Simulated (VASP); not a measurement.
A run of VASP 6.6.1:

Contents of INCAR:

```
PREC = Accurate ; ENCUT = 520
EDIFF = 1E-6 ; ISMEAR = 0
SIGMA = 0.05 ; LREAL = False
LASPH = True ; NELM = 80
ALGO = Normal ; ISIF = 2
LWAVE = False ; LCHARG = False
GGA = PE ; NBANDS = 11
```

Contents of KPOINTS:

```
Automatic mesh
0
Gamma
  12 12 8
```

Contents of POSCAR:

```
MgO
1.0
    3.1139879445      0.0000000000      0.0000000000
   -1.5569939723      2.3914953839      0.0000000000
    0.0000000000      0.0000000000      2.6797873418
Mg O
1 1
Direct
    0.0000000000      0.0000000000      0.0000000000
    0.3333333333      0.6666666667      0.5000000000
```

Potentials or basis: VASP PAW PBE potentials, release 64 (Mg, O).

Launch:

```console
$ cat potpaw_PBE.64/Mg/POTCAR potpaw_PBE.64/O/POTCAR > POTCAR
$ mpirun -np 1 vasp_std > vasp.out
```

Hardware: 1 thread of Intel Xeon 8259CL (shared host).

Problem. Estimate the wall time of this run.

Solution. Wall time 46 s on 1 thread of Intel Xeon 8259CL, on a shared host, peak memory 0.17 GiB. Counts: scf iterations 13, k points 215.
